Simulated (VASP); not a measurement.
K3SBr:

```
CELL_PARAMETERS angstrom
5.95515 0.00000 0.00000
0.00000 5.95515 0.00000
0.00000 0.00000 5.95515
ATOMIC_POSITIONS crystal
Br 0.00000 0.00000 0.00000
S 0.50000 0.50000 0.50000
K 0.50000 0.50000 0.00000
K 0.50000 0.00000 0.50000
K 0.00000 0.50000 0.50000
```

Base run:

- Program: VASP 6.6.1
- Functional: r2SCAN
- Potentials or basis: VASP PAW PBE potentials, release 64 (Br, S, K_sv)
- Cutoff: 520 eV
- k mesh: 4 × 4 × 4
- Occupations: gaussian, width 0.01 eV
- Spin: no spin polarisation

Its results: band gap on the k mesh 2.15 eV; pressure 0.0 GPa.

Task: The run is repeated on the same cell with these changes: functional from r2SCAN to PBE. What comes out?

Result: Band gap on the k mesh 1.73 eV; pressure 0.3 GPa.

Caveats: the PAW data sets were made with another functional, which shifts forces and pressure a little (at least some runs).

